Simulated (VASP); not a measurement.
# PbF2 (fluorite) (Fm-3m) in VASP: single point with PBEsol

Aim: the single point of PbF2 (fluorite) with PBEsol.

Everything below comes from runs of VASP 6.6.1. Logs are shortened: lines on timing, memory, paths and dates and some standing lists are left out, and cuts for length are marked.

### 1 The cell of the first run

It takes space group Fm-3m (No. 225, cubic). The conventional cell has a = 6.057 Å, b = 6.057 Å, c = 6.057 Å, α = 90.00°, β = 90.00°, γ = 90.00°. Within 3.5 Å of Pb (site symmetry m-3m) lie 8 F at 2.62 Å. F (site symmetry -43m) has 4 Pb at 2.62 Å and 6 F at 3.03 Å within 3.5 Å.

### 2 Single point, PBEsol (volume scaled by 1.06)

INCAR reads:

```
SYSTEM = PbF2
ALGO = Normal ; EDIFF = 1E-6
ENCUT = 520 ; GGA = PS
ISIF = 2 ; ISMEAR = 0
LASPH = .True. ; LCHARG = .False.
LREAL = .False. ; LWAVE = .False.
NBANDS = 21 ; NELM = 100
PREC = Accurate ; SIGMA = 0.01
```

KPOINTS reads:

```
k-points
0
Gamma
  8 8 8
  0 0 0
```

POSCAR reads:

```
PbF2
1.0
    0.0000000000      3.0282500826      3.0282500826
    3.0282500826      0.0000000000      3.0282500826
    3.0282500826      3.0282500826      0.0000000000
Pb F
1 2
Direct
    0.0000000000      0.0000000000      0.0000000000
    0.2500000000      0.2500000000      0.2500000000
    0.7500000000      0.7500000000      0.7500000000
```

Potentials or basis: VASP PAW PBE potentials, release 64 (Pb_d, F).

Command:

```
> cat potpaw_PBE.64/Pb_d/POTCAR potpaw_PBE.64/F/POTCAR > POTCAR
> mpirun -np 1 vasp_std > vasp.out
```

OUTCAR:

```text
SYSTEM = PbF2
   EDIFF = 1E-6
   ENCUT = 520
   GGA = PS
   ISIF = 2
   ISMEAR = 0
   LASPH = .True.
   LREAL = .False.
   NELM = 100
   PREC = Accurate

 ion  position               nearest neighbor table
   1  0.000  0.000  0.000-   2 2.62   3 2.62   3 2.62   3 2.62   3 2.62   2 2.62   2 2.62   2 2.62

   2  0.250  0.250  0.250-   1 2.62   1 2.62   1 2.62   1 2.62
   3  0.750  0.750  0.750-   1 2.62   1 2.62   1 2.62   1 2.62

  LATTYP: Found a face centered cubic cell.
 ALAT       =     6.0565001652

  Lattice vectors:

 A1 = (   0.0000000000,   3.0282500826,   3.0282500826)
 A2 = (   3.0282500826,   0.0000000000,   3.0282500826)
 A3 = (   3.0282500826,   3.0282500826,   0.0000000000)

Analysis of symmetry for initial positions (statically):
=====================================================================
 Subroutine PRICEL returns:
 Original cell was already a primitive cell.

 Routine SETGRP: Setting up the symmetry group for a
 face centered cubic supercell.

 Subroutine GETGRP returns: Found 48 space group operations
[... 9 lines left out ...]

 Routine SETGRP: Setting up the symmetry group for a
 face centered cubic supercell.

 Subroutine GETGRP returns: Found 48 space group operations
[... 11 lines left out ...]
                                     Primitive cell

  volume of cell :      55.5399

  direct lattice vectors                    reciprocal lattice vectors
     0.000000000  3.028250083  3.028250083    -0.165111859  0.165111859  0.165111859
     3.028250083  0.000000000  3.028250083     0.165111859 -0.165111859  0.165111859
     3.028250083  3.028250083  0.000000000     0.165111859  0.165111859 -0.165111859

  length of vectors
     4.282592337  4.282592337  4.282592337     0.285982128  0.285982128  0.285982128

  position of ions in fractional coordinates (direct lattice)
     0.000000000  0.000000000  0.000000000
     0.250000000  0.250000000  0.250000000
     0.750000000  0.750000000  0.750000000

  ion indices of the primitive-cell ions
   primitive index   ion index
                 1           1
                 2           2
                 3           3

----------------------------------------------------------------------------------------

 KPOINTS: k-points

Automatic generation of k-mesh.
 Grid dimensions read from file:
 generate k-points for:    8    8    8

 Generating k-lattice:

  Cartesian coordinates                     Fractional coordinates (reciprocal lattice)
    -0.020638982  0.020638982  0.020638982     0.125000000  0.000000000  0.000000000
     0.020638982 -0.020638982  0.020638982     0.000000000  0.125000000  0.000000000
     0.020638982  0.020638982 -0.020638982     0.000000000  0.000000000  0.125000000

  Length of vectors
     0.035747766  0.035747766  0.035747766

  Shift w.r.t. Gamma in fractional coordinates (k-lattice)
     0.000000000  0.000000000  0.000000000

 Subroutine IBZKPT returns following result:
 ===========================================

 Found     29 irreducible k-points:

 Following reciprocal coordinates:
            Coordinates               Weight
  0.000000  0.000000  0.000000      1.000000
  0.125000  0.000000  0.000000      8.000000
  0.250000  0.000000  0.000000      8.000000
  0.375000  0.000000  0.000000      8.000000
  0.500000  0.000000  0.000000      4.000000
  0.125000  0.125000  0.000000      6.000000
[... 16 lines left out ...]
  0.500000  0.250000  0.125000     48.000000
 -0.375000  0.250000  0.125000     24.000000
 [... further k-points ...]
   k-points           NKPTS =     29   k-points in BZ     NKDIM =     29   number of bands    NBANDS=     21
   number of dos      NEDOS =    301   number of ions     NIONS =      3
   total plane-waves  NPLWV =  32768
   dimension x,y,z NGX =    32 NGY =   32 NGZ =   32
   dimension x,y,z NGXF=    64 NGYF=   64 NGZF=   64
   ions per type =               1   2
   NGX,Y,Z   is equivalent  to a cutoff of  12.42, 12.42, 12.42 a.u.
   NGXF,Y,Z  is equivalent  to a cutoff of  24.84, 24.84, 24.84 a.u.
 SYSTEM =  PbF2
   PREC   = accura    normal or accurate (medium, high low for compatibility)
   ISTART =      0    job   : 0-new  1-cont  2-samecut
   ICHARG =      2    charge: 1-file 2-atom 10-const
   ISPIN  =      1    spin polarized calculation?
   LNONCOLLINEAR =      F non collinear calculations
   LSORBIT =      F    spin-orbit coupling
   LASPH  =      T    aspherical Exc in radial PAW
   ENCUT  =  520.0 eV  38.22 Ry    6.18 a.u.   7.96  7.96  7.96*2*pi/ulx,y,z
   NELM   =    100;   NELMIN=  2; NELMDL= -5     # of ELM steps
   EDIFF  = 0.1E-05   stopping-criterion for ELM
   LREAL  =      F    real-space projection
   EDIFFG = 0.1E-04   stopping-criterion for IOM
   NSW    =      0    number of steps for IOM
   IBRION =     -1    ionic relax: 0-MD 1-quasi-New 2-CG
   NFREE  =      0    steps in history (QN), initial steepest desc. (CG)
   ISIF   =      2    stress and relaxation
   ISYM   =      2    0-nonsym 1-usesym 2-fastsym
   POTIM  = 0.5000    time-step for ionic-motion
   TEBEG  =    0.0;   TEEND  =   0.0 temperature during run
   PSTRESS=    0.0 pullay stress
   NELECT =      28.0000    total number of electrons
   NUPDOWN=      -1.0000    fix difference up-down
   EMIN   =  10.00;   EMAX   =-10.00  energy-range for DOS
   EFERMI =   0.00;   METHOD = LEGACY
   ISMEAR =     0;   SIGMA  =   0.01  broadening in eV -4-tet -1-fermi 0-gaus
   EFERMI_NEDOS =   21; number of points for ismear=-14 and -15
   IALGO  =     38    algorithm
   IMIX   =      4    mixing-type and parameters
     AMIX     =   0.40;   BMIX     =  1.00
     AMIX_MAG =   1.60;   BMIX_MAG =  1.00
  volume/ion in A,a.u.               =      18.51       124.93
  Fermi-wavevector in a.u.,A,eV,Ry     =   1.302944  2.462207 23.098111  1.697663
  Thomas-Fermi vector in A             =   2.433979
   LORBIT       =      0    0 simple, 1 ext, 2 COOP (PROOUT), +10 PAW based schemes
   GGA     = PS    functional components
   LHFCALC =     F    Hartree Fock is set to
   AEXX    =    0.0000 exact exchange contribution
   IVDW    =     0    specifies the selected vdW correction
   LEPSILON=     F    determine dielectric tensor
   LRPA    =     F    only Hartree local field effects (RPA)
 non-spin polarized calculation
 Gauss-broadening in eV      SIGMA  =   0.01
  energy-cutoff  :      520.00
  volume of cell :       55.54
 maximum number of plane-waves:      1524
   NGX = 15   NGY = 15   NGZ = 15

 number of electron      28.0000029 magnetization

 Free energy of the ion-electron system (eV)
  ---------------------------------------------------
  ext. energy  EPLUGINS =         0.00000000
  ---------------------------------------------------
  free energy    TOTEN  =       -14.86769899 eV

  energy without entropy =      -14.86769899  energy(sigma->0) =      -14.86769899

 E-fermi :   1.0829     XC(G=0):  -9.3287

 val. band max:        0.9981063179   @ k =   0.5000   0.0000   0.0000
 cond. band min:       5.2885368644   @ k =   0.5000   0.5000   0.0000
 fundamental gap:      4.2904305465
 Fermi energy:         1.0828837108

 k-point     1 :       0.0000    0.0000    0.0000
  band No.  band energies     occupation
      1     -19.4940      2.00000
      2     -18.9625      2.00000
      3     -13.3321      2.00000
      4     -13.3321      2.00000
      5     -13.3321      2.00000
      6     -13.2939      2.00000
[... 13 lines left out ...]
     20      15.8167      0.00000
     21      17.8986      0.00000

 k-point     2 :       0.1250    0.0000    0.0000
  band No.  band energies     occupation
      1     -19.4684      2.00000
      2     -18.9857      2.00000
      3     -13.3274      2.00000
      4     -13.3274      2.00000
      5     -13.3070      2.00000
      6     -13.2937      2.00000
[... 13 lines left out ...]
     20      15.4131      0.00000
     21      17.4580      0.00000

 k-point     3 :       0.2500    0.0000    0.0000
  band No.  band energies     occupation
      1     -19.4008      2.00000
      2     -19.0464      2.00000
      3     -13.3209      2.00000
      4     -13.3209      2.00000
      5     -13.2882      2.00000
      6     -13.2882      2.00000
[... 13 lines left out ...]
     20      14.8696      0.00000
     21      16.2558      0.00000

 k-point     4 :       0.3750    0.0000    0.0000
  band No.  band energies     occupation
      1     -19.3136      2.00000
      2     -19.1244      2.00000
      3     -13.3211      2.00000
      4     -13.3211      2.00000
      5     -13.2760      2.00000
      6     -13.2760      2.00000
[... 13 lines left out ...]
     20      14.5613      0.00000
     21      15.1919      0.00000

 k-point     5 :       0.5000    0.0000    0.0000
  band No.  band energies     occupation
      1     -19.2473      2.00000
      2     -19.1868      2.00000
      3     -13.3222      2.00000
      4     -13.3222      2.00000
      5     -13.2699      2.00000
      6     -13.2699      2.00000
[... 13 lines left out ...]
     20      14.4729      0.00000
     21      14.7361      0.00000

 k-point     6 :       0.1250    0.1250    0.0000
  band No.  band energies     occupation
      1     -19.4603      2.00000
      2     -18.9930      2.00000
      3     -13.3225      2.00000
      4     -13.3225      2.00000
      5     -13.3041      2.00000
      6     -13.2975      2.00000
[... 13 lines left out ...]
     20      15.9677      0.00000
     21      17.3374      0.00000

 k-point     7 :       0.2500    0.1250    0.0000
  band No.  band energies     occupation
      1     -19.4084      2.00000
      2     -19.0389      2.00000
      3     -13.3139      2.00000
      4     -13.3139      2.00000
      5     -13.2974      2.00000
      6     -13.2859      2.00000
[... 13 lines left out ...]
     20      15.6885      0.00000
     21      16.9147      0.00000
[... 291 lines left out ...]
      1     -19.2271      2.00000
      2     -19.1930      2.00000
      3     -13.3121      2.00000
      4     -13.2832      2.00000
      5     -13.2735      2.00000
      6     -13.2311      2.00000
[... 13 lines left out ...]
     20      15.9989      0.00000
     21      17.3675      0.00000

 k-point    21 :       0.5000    0.5000    0.0000
  band No.  band energies     occupation
      1     -19.2567      2.00000
      2     -19.1625      2.00000
      3     -13.3207      2.00000
      4     -13.2747      2.00000
      5     -13.2646      2.00000
      6     -13.2646      2.00000
[... 13 lines left out ...]
     20      17.4951      0.00000
     21      17.9760      0.00000

 k-point    22 :       0.3750    0.2500    0.1250
  band No.  band energies     occupation
      1     -19.3536      2.00000
      2     -19.0860      2.00000
      3     -13.3082      2.00000
      4     -13.3018      2.00000
      5     -13.2965      2.00000
      6     -13.2727      2.00000
[... 13 lines left out ...]
     20      15.8052      0.00000
     21      16.6296      0.00000

 k-point    23 :       0.5000    0.2500    0.1250
  band No.  band energies     occupation
      1     -19.2842      2.00000
      2     -19.1466      2.00000
      3     -13.3087      2.00000
      4     -13.3008      2.00000
      5     -13.2814      2.00000
      6     -13.2539      2.00000
[... 13 lines left out ...]
     20      16.3406      0.00000
     21      16.9240      0.00000

 k-point    24 :      -0.3750    0.2500    0.1250
  band No.  band energies     occupation
      1     -19.2284      2.00000
      2     -19.1981      2.00000
      3     -13.3088      2.00000
      4     -13.3024      2.00000
      5     -13.2723      2.00000
      6     -13.2465      2.00000
[... 13 lines left out ...]
     20      16.5212      0.00000
     21      17.0982      0.00000

 [... further k-points ...]
[... 5 lines left out ...]
  --------------------------------------------------------------------------------------
  -------------------------------------------------------------------------------------
  Total       -1.8091586     -1.8091586     -1.8091586      0.0000000      0.0000000      0.0000000
  in kB      -52.1893657    -52.1893657    -52.1893657      0.0000000      0.0000000      0.0000000
  external PRESSURE =     -52.1893657 kB  Pullay stress =       0.0000000 kB

 VOLUME and BASIS-vectors are now :
 -----------------------------------------------------------------------------
  energy-cutoff  :      520.00
  volume of cell :       55.54
      direct lattice vectors                 reciprocal lattice vectors
     0.000000000  3.028250083  3.028250083    -0.165111859  0.165111859  0.165111859
     3.028250083  0.000000000  3.028250083     0.165111859 -0.165111859  0.165111859
     3.028250083  3.028250083  0.000000000     0.165111859  0.165111859 -0.165111859

 POSITION                                       TOTAL-FORCE (eV/Angst)
 -----------------------------------------------------------------------------------
      0.00000      0.00000      0.00000        -0.000000     -0.000000     -0.000000
      1.51413      1.51413      1.51413        -0.000000     -0.000000     -0.000000
      4.54238      4.54238      4.54238         0.000000      0.000000      0.000000
 -----------------------------------------------------------------------------------
    total drift:                                0.000000     -0.000000      0.000000

  FREE ENERGIE OF THE ION-ELECTRON SYSTEM (eV)
  ---------------------------------------------------
  free  energy   TOTEN  =       -14.8676989913 eV

  energy  without entropy=      -14.8676989913  energy(sigma->0) =      -14.86769899
```

It took 36 s on 1 thread of Intel Xeon Platinum 8259CL at 2.50GHz (Skylake/Cascade Lake), shared host; peak memory 0.18 GiB.

What came out:

| Property | Result |
| --- | --- |
| Free energy | -14.8677 eV |
| Pressure | -5.2 GPa |
| Band gap on the k mesh | 4.29 eV, indirect (least direct gap 4.45 eV) |

Caveat: the PAW data sets were made with another functional, which shifts forces and pressure a little; spin-orbit coupling is left out, which moves the levels of the heavy elements. A k mesh can miss the band edges.
